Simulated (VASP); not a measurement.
# CsV3 (Pm-3m) in VASP: a series of runs

Runs on CsV3. Level: PBE. Tasks: single point, relaxation of cell and atoms.

Program: VASP 6.6.1. These are calculated values, not measurements. Logs are shortened: lines on timing, memory, paths and dates and some standing lists are left out, and cuts for length are marked.

**1. The cell of the first run**

The structure is cubic, space group Pm-3m (No. 221). Conventional cell: a = 4.116 Å, b = 4.116 Å, c = 4.116 Å, α = 90.00°, β = 90.00°, γ = 90.00°. Within 3.8 Å of Cs (site symmetry m-3m) lie 12 V at 2.91 Å. Within 3.8 Å of V (site symmetry 4/mmm) lie 4 Cs at 2.91 Å and 8 V at 2.91 Å.

**2. Single point, PBE**

INCAR

```
ALGO = Normal
EDIFF = 1E-6
ENCUT = 520
GGA = PE
ISIF = 2
ISMEAR = 0
LASPH = T
LCHARG = F
LREAL = F
LWAVE = F
NBANDS = 32
NELM = 80
PREC = Accurate
SIGMA = 0.1
```

KPOINTS

```
k-points
0
Gamma
  4 4 4
```

POSCAR

```
CsV3
1.0
    4.1162395581      0.0000000000      0.0000000000
    0.0000000000      4.1162395581      0.0000000000
    0.0000000000      0.0000000000      4.1162395581
Cs V
1 3
Direct
    0.0000000000      0.0000000000      0.0000000000
    0.0000000000      0.5000000000      0.5000000000
    0.5000000000      0.0000000000      0.5000000000
    0.5000000000      0.5000000000      0.0000000000
```

Potentials or basis: VASP PAW PBE potentials, release 64 (Cs_sv, V_sv).

Launch:

```sh
$ cat potpaw_PBE.64/Cs_sv/POTCAR potpaw_PBE.64/V_sv/POTCAR > POTCAR
$ mpirun -np 1 vasp_std > vasp.out
```

OUTCAR:

```text
EDIFF = 1E-6
   ENCUT = 520
   GGA = PE
   ISIF = 2
   ISMEAR = 0
   LASPH = T
   LREAL = F
   NELM = 80
   PREC = Accurate

 ion  position               nearest neighbor table
   1  0.000  0.000  0.000-   2 2.91   3 2.91   4 2.91   2 2.91   3 2.91   2 2.91   4 2.91   2 2.91
                             3 2.91   4 2.91   3 2.91   4 2.91
   2  0.000  0.500  0.500-   1 2.91   3 2.91   4 2.91   1 2.91   4 2.91   1 2.91   3 2.91   1 2.91
                             3 2.91   4 2.91   4 2.91   3 2.91
   3  0.500  0.000  0.500-   1 2.91   2 2.91   4 2.91   1 2.91   4 2.91   2 2.91   4 2.91   4 2.91
                             1 2.91   2 2.91   1 2.91   2 2.91
   4  0.500  0.500  0.000-   1 2.91   2 2.91   3 2.91   2 2.91   3 2.91   1 2.91   3 2.91   3 2.91
                             1 2.91   2 2.91   2 2.91   1 2.91

  LATTYP: Found a simple cubic cell.
 ALAT       =     4.1162395581

  Lattice vectors:

 A1 = (   4.1162395581,   0.0000000000,   0.0000000000)
 A2 = (   0.0000000000,   4.1162395581,   0.0000000000)
 A3 = (   0.0000000000,   0.0000000000,   4.1162395581)

Analysis of symmetry for initial positions (statically):
=====================================================================
 Subroutine PRICEL returns:
 Original cell was already a primitive cell.

 Routine SETGRP: Setting up the symmetry group for a
 simple cubic supercell.

 Subroutine GETGRP returns: Found 48 space group operations
 (whereof 48 operations were pure point group operations)
 out of a pool of 48 trial point group operations.

The static configuration has the point symmetry O_h .

Analysis of symmetry for dynamics (positions and initial velocities):
=====================================================================
 Subroutine PRICEL returns:
 Original cell was already a primitive cell.

 Routine SETGRP: Setting up the symmetry group for a
 simple cubic supercell.

 Subroutine GETGRP returns: Found 48 space group operations
 (whereof 48 operations were pure point group operations)
 out of a pool of 48 trial point group operations.

The dynamic configuration has the point symmetry O_h .

 Subroutine INISYM returns: Found 48 space group operations
 (whereof 48 operations are pure point group operations),
 and found     1 'primitive' translations

----------------------------------------------------------------------------------------

                                     Primitive cell

  volume of cell :      69.7432

  direct lattice vectors                    reciprocal lattice vectors
     4.116239558  0.000000000  0.000000000     0.242940185  0.000000000  0.000000000
     0.000000000  4.116239558  0.000000000     0.000000000  0.242940185  0.000000000
     0.000000000  0.000000000  4.116239558     0.000000000  0.000000000  0.242940185

  length of vectors
     4.116239558  4.116239558  4.116239558     0.242940185  0.242940185  0.242940185

  position of ions in fractional coordinates (direct lattice)
     0.000000000  0.000000000  0.000000000
     0.000000000  0.500000000  0.500000000
     0.500000000  0.000000000  0.500000000
     0.500000000  0.500000000  0.000000000

  ion indices of the primitive-cell ions
   primitive index   ion index
                 1           1
                 2           2
                 3           3
                 4           4

----------------------------------------------------------------------------------------

 KPOINTS: k-points

Automatic generation of k-mesh.
 Grid dimensions read from file:
 generate k-points for:    4    4    4

 Generating k-lattice:

  Cartesian coordinates                     Fractional coordinates (reciprocal lattice)
     0.060735046  0.000000000  0.000000000     0.250000000  0.000000000  0.000000000
     0.000000000  0.060735046  0.000000000     0.000000000  0.250000000  0.000000000
     0.000000000  0.000000000  0.060735046     0.000000000  0.000000000  0.250000000

  Length of vectors
     0.060735046  0.060735046  0.060735046

  Shift w.r.t. Gamma in fractional coordinates (k-lattice)
     0.000000000  0.000000000  0.000000000

 Subroutine IBZKPT returns following result:
 ===========================================

 Found     10 irreducible k-points:

 Following reciprocal coordinates:
            Coordinates               Weight
  0.000000  0.000000  0.000000      1.000000
  0.250000  0.000000  0.000000      6.000000
  0.500000  0.000000  0.000000      3.000000
  0.250000  0.250000  0.000000     12.000000
  0.500000  0.250000  0.000000     12.000000
  0.500000  0.500000  0.000000      3.000000
  0.250000  0.250000  0.250000      8.000000
  0.500000  0.250000  0.250000     12.000000
  0.500000  0.500000  0.250000      6.000000
  0.500000  0.500000  0.500000      1.000000
   k-points           NKPTS =     10   k-points in BZ     NKDIM =     10   number of bands    NBANDS=     32
   number of dos      NEDOS =    301   number of ions     NIONS =      4
   total plane-waves  NPLWV =  32768
   dimension x,y,z NGX =    32 NGY =   32 NGZ =   32
   dimension x,y,z NGXF=    64 NGYF=   64 NGZF=   64
   ions per type =               1   3
   NGX,Y,Z   is equivalent  to a cutoff of  12.92, 12.92, 12.92 a.u.
   NGXF,Y,Z  is equivalent  to a cutoff of  25.85, 25.85, 25.85 a.u.
 SYSTEM =  unknown system
   PREC   = accura    normal or accurate (medium, high low for compatibility)
   ISTART =      0    job   : 0-new  1-cont  2-samecut
   ICHARG =      2    charge: 1-file 2-atom 10-const
   ISPIN  =      1    spin polarized calculation?
   LNONCOLLINEAR =      F non collinear calculations
   LSORBIT =      F    spin-orbit coupling
   LASPH  =      T    aspherical Exc in radial PAW
   ENCUT  =  520.0 eV  38.22 Ry    6.18 a.u.   7.65  7.65  7.65*2*pi/ulx,y,z
   NELM   =     80;   NELMIN=  2; NELMDL= -5     # of ELM steps
   EDIFF  = 0.1E-05   stopping-criterion for ELM
   LREAL  =      F    real-space projection
   EDIFFG = 0.1E-04   stopping-criterion for IOM
   NSW    =      0    number of steps for IOM
   IBRION =     -1    ionic relax: 0-MD 1-quasi-New 2-CG
   NFREE  =      0    steps in history (QN), initial steepest desc. (CG)
   ISIF   =      2    stress and relaxation
   ISYM   =      2    0-nonsym 1-usesym 2-fastsym
   POTIM  = 0.5000    time-step for ionic-motion
   TEBEG  =    0.0;   TEEND  =   0.0 temperature during run
   PSTRESS=    0.0 pullay stress
   NELECT =      48.0000    total number of electrons
   NUPDOWN=      -1.0000    fix difference up-down
   EMIN   =  10.00;   EMAX   =-10.00  energy-range for DOS
   EFERMI =   0.00;   METHOD = LEGACY
   ISMEAR =     0;   SIGMA  =   0.10  broadening in eV -4-tet -1-fermi 0-gaus
   EFERMI_NEDOS =   21; number of points for ismear=-14 and -15
   IALGO  =     38    algorithm
   IMIX   =      4    mixing-type and parameters
     AMIX     =   0.40;   BMIX     =  1.00
     AMIX_MAG =   1.60;   BMIX_MAG =  1.00
  volume/ion in A,a.u.               =      17.44       117.66
  Fermi-wavevector in a.u.,A,eV,Ry     =   1.445400  2.731409 28.425020  2.089180
  Thomas-Fermi vector in A             =   2.563586
   LORBIT       =      0    0 simple, 1 ext, 2 COOP (PROOUT), +10 PAW based schemes
   GGA     = PE    functional components
   LHFCALC =     F    Hartree Fock is set to
   AEXX    =    0.0000 exact exchange contribution
   IVDW    =     0    specifies the selected vdW correction
   LEPSILON=     F    determine dielectric tensor
   LRPA    =     F    only Hartree local field effects (RPA)
 non-spin polarized calculation
 Gauss-broadening in eV      SIGMA  =   0.10
  energy-cutoff  :      520.00
  volume of cell :       69.74
 maximum number of plane-waves:      1924
 NGX is ok and might be reduce to    32
   NGX = 15   NGY = 15   NGZ = 15

 number of electron      47.9999992 magnetization

 Free energy of the ion-electron system (eV)
  ---------------------------------------------------
  ext. energy  EPLUGINS =         0.00000000
  ---------------------------------------------------
  free energy    TOTEN  =       -20.20257341 eV

  energy without entropy =      -20.18443282  energy(sigma->0) =      -20.19350311

 E-fermi :   8.4093     XC(G=0): -11.9884

 val. band max:        8.4055875660   @ k =   0.5000   0.5000   0.2500
 cond. band min:       8.4899767814   @ k =   0.5000   0.2500   0.2500
 fundamental gap:      0.0843892154
 Fermi energy:         8.4093103441

 k-point     1 :       0.0000    0.0000    0.0000
  band No.  band energies     occupation
      1     -55.9559      2.00000
      2     -55.8898      2.00000
      3     -55.8898      2.00000
      4     -29.9222      2.00000
      5     -29.9222      2.00000
      6     -29.9222      2.00000
[... 24 lines left out ...]
     31      10.6565      0.00000
     32      10.6565      0.00000

 k-point     2 :       0.2500    0.0000    0.0000
  band No.  band energies     occupation
      1     -55.9474      2.00000
      2     -55.8982      2.00000
      3     -55.8897      2.00000
      4     -29.9001      2.00000
      5     -29.9001      2.00000
      6     -29.8912      2.00000
[... 24 lines left out ...]
     31       9.9533      0.00000
     32      10.6577      0.00000

 k-point     3 :       0.5000    0.0000    0.0000
  band No.  band energies     occupation
      1     -55.9337      2.00000
      2     -55.9118      2.00000
      3     -55.8896      2.00000
      4     -29.8686      2.00000
      5     -29.8686      2.00000
      6     -29.8419      2.00000
[... 24 lines left out ...]
     31       9.9382      0.00000
     32      10.3348      0.00000

 k-point     4 :       0.2500    0.2500    0.0000
  band No.  band energies     occupation
      1     -55.9399      2.00000
      2     -55.9007      2.00000
      3     -55.8945      2.00000
      4     -29.9152      2.00000
      5     -29.8776      2.00000
      6     -29.8492      2.00000
[... 24 lines left out ...]
     31       9.7544      0.00000
     32      10.1837      0.00000

 k-point     5 :       0.5000    0.2500    0.0000
  band No.  band energies     occupation
      1     -55.9272      2.00000
      2     -55.9117      2.00000
      3     -55.8960      2.00000
      4     -29.9022      2.00000
      5     -29.8613      2.00000
      6     -29.8440      2.00000
[... 24 lines left out ...]
     31       9.4669      0.00000
     32       9.8537      0.00000

 k-point     6 :       0.5000    0.5000    0.0000
  band No.  band energies     occupation
      1     -55.9116      2.00000
      2     -55.9116      2.00000
      3     -55.9116      2.00000
      4     -29.9373      2.00000
      5     -29.8422      2.00000
      6     -29.8127      2.00000
[... 24 lines left out ...]
     31       9.4848      0.00000
     32       9.6058      0.00000

 k-point     7 :       0.2500    0.2500    0.2500
  band No.  band energies     occupation
      1     -55.9337      2.00000
      2     -55.9006      2.00000
      3     -55.9006      2.00000
      4     -29.9330      2.00000
      5     -29.8739      2.00000
      6     -29.8739      2.00000
[... 24 lines left out ...]
     31       9.7963      0.00000
     32       9.8761      0.00000

 k-point     8 :       0.5000    0.2500    0.2500
  band No.  band energies     occupation
      1     -55.9226      2.00000
      2     -55.9116      2.00000
      3     -55.9005      2.00000
      4     -29.9098      2.00000
      5     -29.9062      2.00000
      6     -29.8908      2.00000
[... 24 lines left out ...]
     31       9.4082      0.00000
     32      10.2619      0.00000

 k-point     9 :       0.5000    0.5000    0.2500
  band No.  band energies     occupation
      1     -55.9115      2.00000
      2     -55.9115      2.00000
      3     -55.9115      2.00000
      4     -29.9353      2.00000
      5     -29.9114      2.00000
      6     -29.8968      2.00000
[... 24 lines left out ...]
     31       9.8619      0.00000
     32      10.0202      0.00000

 k-point    10 :       0.5000    0.5000    0.5000
  band No.  band energies     occupation
      1     -55.9114      2.00000
      2     -55.9114      2.00000
      3     -55.9114      2.00000
      4     -29.9547      2.00000
      5     -29.9333      2.00000
      6     -29.9333      2.00000
[... 24 lines left out ...]
     31      10.3836      0.00000
     32      10.3836      0.00000

------------------------ aborting loop because EDIFF is reached ----------------------------------------

  FORCE on cell =-STRESS in cart. coord.  units (eV):
  Direction    XX          YY          ZZ          XY          YZ          ZX
  --------------------------------------------------------------------------------------
  -------------------------------------------------------------------------------------
  Total        0.6195084      0.6195084      0.6195084      0.0000000     -0.0000000      0.0000000
  in kB       14.2316698     14.2316698     14.2316698      0.0000000     -0.0000000      0.0000000
  external PRESSURE =      14.2316698 kB  Pullay stress =       0.0000000 kB

 VOLUME and BASIS-vectors are now :
 -----------------------------------------------------------------------------
  energy-cutoff  :      520.00
  volume of cell :       69.74
      direct lattice vectors                 reciprocal lattice vectors
     4.116239558  0.000000000  0.000000000     0.242940185  0.000000000  0.000000000
     0.000000000  4.116239558  0.000000000     0.000000000  0.242940185  0.000000000
     0.000000000  0.000000000  4.116239558     0.000000000  0.000000000  0.242940185

 POSITION                                       TOTAL-FORCE (eV/Angst)
 -----------------------------------------------------------------------------------
      0.00000      0.00000      0.00000         0.000000      0.000000      0.000000
      0.00000      2.05812      2.05812         0.000000      0.000000      0.000000
      2.05812      0.00000      2.05812         0.000000      0.000000      0.000000
      2.05812      2.05812      0.00000         0.000000      0.000000      0.000000
 -----------------------------------------------------------------------------------
    total drift:                                0.000000     -0.000000     -0.000000

  FREE ENERGIE OF THE ION-ELECTRON SYSTEM (eV)
  ---------------------------------------------------
  free  energy   TOTEN  =       -20.2025734058 eV

  energy  without entropy=      -20.1844328163  energy(sigma->0) =      -20.19350311
```

It took 22 s on 1 thread of Oxide Virtual Turin-like, shared host; peak memory 0.14 GiB.

What came out:

| Quantity | Value |
| --- | --- |
| Free energy | -20.2026 eV |
| Pressure | 1.4 GPa |
| Band gap on the k mesh | zero (bands 24 and 25 overlap by 0.71 eV) |

Levels at points of the mesh, in eV from the Fermi level:
```csv
k point,band 21,band 22,band 23,band 24,band 25,band 26,band 27,band 28
"(0.00, 0.00, 0.00)",-2.28,-2.28,-1.68,0.14,0.14,0.14,1.41,1.41
"(0.50, 0.00, 0.00)",-0.91,-0.91,-0.90,-0.86,-0.05,-0.05,0.54,0.59
"(0.50, 0.50, 0.00)",-0.81,-0.81,-0.38,-0.09,0.16,0.16,0.19,0.29
"(0.50, 0.50, 0.50)",-0.46,-0.46,-0.46,-0.28,0.16,0.16,0.16,0.46
```

Caveat: the k points lie up to 0.38 Å⁻¹ apart, too coarse for converged energies and pressures of a metal; spin-orbit coupling is left out, which moves the levels of the heavy elements.

**3. Relaxation of cell and atoms, PBE**

This run uses another cell than the first one, of 20.56 Å³/atom.

INCAR

```
PREC = Accurate
ENCUT = 600
EDIFF = 1E-6
ISMEAR = 0
SIGMA = 0.1
LREAL = F
LASPH = T
NELM = 60
ALGO = Normal
ISIF = 3
LWAVE = F
LCHARG = F
GGA = PE
IBRION = 2
NSW = 90
EDIFFG = -0.04
```

KPOINTS

```
Automatic mesh
0
Gamma
  4 4 4
```

POSCAR

```
CsV3
1.0
    4.3489061514      0.0000000000      0.0000000000
    0.0000000000      4.3489061514      0.0000000000
    0.0000000000      0.0000000000      4.3489061514
Cs V
1 3
Direct
    0.0000000000      0.0000000000      0.0000000000
    0.0000000000      0.5000000000      0.5000000000
    0.5000000000      0.0000000000      0.5000000000
    0.5000000000      0.5000000000      0.0000000000
```

Potentials or basis: VASP PAW PBE potentials, release 64 (Cs_sv, V_sv).

Launch:

```sh
$ cat potpaw_PBE.64/Cs_sv/POTCAR potpaw_PBE.64/V_sv/POTCAR > POTCAR
$ mpirun -np 1 vasp_std > vasp.out
```

Wall time 64 s (1 thread of Oxide Virtual Turin-like, shared host); peak memory 0.19 GiB.

It converged, with:

```
Free energy                           : -20.2137 eV
Relaxed volume                        : 17.70 Å³/atom
Relaxed cell                          : a = 4.137 Å, b = 4.137 Å, c = 4.137 Å, α = 90.00°, β = 90.00°, γ = 90.00°
Space group after relaxing (to 0.1 Å) : Pm-3m (No. 221)
Energy gained by relaxing             : 91.9 meV/atom
Ionic steps                           : 3
Pressure after relaxing               : 0.0 GPa
Band gap on the k mesh                : zero (bands 24 and 25 overlap by 0.70 eV)
```

Step by step:
```
step  energy change (eV)  largest force (eV/Å)  pressure (GPa)  volume (Å³)
   1              0.0000                0.0000           -8.82        82.25
   2             -0.3607                0.0000            1.69        69.49
   3             -0.3675                0.0000            0.02        70.78
```

Final structure:
```
Cs V
1.0
     4.13657    0.00000    0.00000
     0.00000    4.13657    0.00000
     0.00000    0.00000    4.13657
Cs V
1 3
Direct
  0.00000 0.00000 0.00000
  0.00000 0.50000 0.50000
  0.50000 0.00000 0.50000
  0.50000 0.50000 0.00000
```

Levels at points of the mesh, in eV from the Fermi level:
| k point | band 20 | band 21 | band 22 | band 23 | band 24 | band 25 | band 26 | band 27 | band 28 |
| --- | --- | --- | --- | --- | --- | --- | --- | --- | --- |
| (0.00, 0.00, 0.00) | -2.23 | -2.23 | -2.23 | -1.68 | 0.14 | 0.14 | 0.14 | 1.38 | 1.38 |
| (0.50, 0.00, 0.00) | -1.46 | -0.89 | -0.89 | -0.89 | -0.83 | -0.06 | -0.06 | 0.53 | 0.58 |
| (0.50, 0.50, 0.00) | -1.29 | -0.79 | -0.79 | -0.37 | -0.08 | 0.15 | 0.15 | 0.16 | 0.29 |
| (0.50, 0.50, 0.50) | -0.81 | -0.45 | -0.45 | -0.45 | -0.29 | 0.17 | 0.17 | 0.17 | 0.46 |

Caveat: the k points lie up to 0.38 Å⁻¹ apart in the final cell, too coarse for converged energies and pressures of a metal; spin-orbit coupling is left out, which moves the levels of the heavy elements.

**4. Single point, PBE, collinear spin, ferromagnetic start**

This run uses another cell than the first one, of 20.56 Å³/atom.

INCAR

```
  PREC = Accurate
  ENCUT = 520
  EDIFF = 1E-6
  ISMEAR = 0
  SIGMA = 0.1
  LREAL = F
  LASPH = T
  NELM = 150
  ALGO = Fast
  ISIF = 2
  LWAVE = F
  LCHARG = F
  ISPIN = 2
  MAGMOM = 0 2 2 2
  LORBIT = 11
  LMAXMIX = 4
  GGA = PE
  NBANDS = 36
```

KPOINTS

```
regular mesh
0
Gamma
  4 4 4
```

POSCAR is that of step 3.

Launch:

```sh
$ cat potpaw_PBE.64/Cs_sv/POTCAR potpaw_PBE.64/V_sv/POTCAR > POTCAR
$ mpirun -np 1 vasp_std > vasp.out
```

It took 62 s on 1 thread of Oxide Virtual Turin-like, shared host; peak memory 0.19 GiB.

The run converged. Its results:

| Quantity | Value |
| --- | --- |
| Free energy | -19.8463 eV |
| Pressure | -8.8 GPa |
| Band gap on the k mesh | zero (filled and empty bands overlap) |
| Net moment | 0.00 μB per cell |
| Valence electrons inside the program's atomic spheres | Cs 6.64; V 11.31 |

Levels at points of the mesh, in eV from the Fermi level:
Spin up:
| k point | band 20 | band 21 | band 22 | band 23 | band 24 | band 25 | band 26 | band 27 | band 28 | band 29 |
| --- | --- | --- | --- | --- | --- | --- | --- | --- | --- | --- |
| (0.00, 0.00, 0.00) | -1.77 | -1.77 | -1.77 | -1.54 | 0.16 | 0.16 | 0.16 | 1.13 | 1.13 | 1.50 |
| (0.50, 0.00, 0.00) | -1.16 | -0.77 | -0.72 | -0.72 | -0.57 | -0.12 | -0.12 | 0.45 | 0.49 | 0.78 |
| (0.50, 0.50, 0.00) | -1.07 | -0.62 | -0.62 | -0.23 | -0.17 | 0.05 | 0.05 | 0.17 | 0.25 | 0.67 |
| (0.50, 0.50, 0.50) | -0.82 | -0.35 | -0.35 | -0.35 | -0.30 | 0.18 | 0.18 | 0.18 | 0.43 | 0.43 |
Spin down:
| k point | band 22 | band 23 | band 24 | band 25 | band 26 | band 27 |
| --- | --- | --- | --- | --- | --- | --- |
| (0.00, 0.00, 0.00) | -1.77 | -1.54 | 0.16 | 0.16 | 0.16 | 1.13 |
| (0.50, 0.00, 0.00) | -0.72 | -0.72 | -0.57 | -0.12 | -0.12 | 0.45 |
| (0.50, 0.50, 0.00) | -0.62 | -0.23 | -0.17 | 0.05 | 0.05 | 0.17 |
| (0.50, 0.50, 0.50) | -0.35 | -0.35 | -0.30 | 0.18 | 0.18 | 0.18 |

Caveat: the k points lie up to 0.36 Å⁻¹ apart, too coarse for converged energies and pressures of a metal; the moments typed at the start vanished in this run; spin-orbit coupling is left out, which moves the levels of the heavy elements.

(Part 1 of 2 ends here.)

The gap in the log of VASP goes by the Fermi energy; the results here count the filled bands.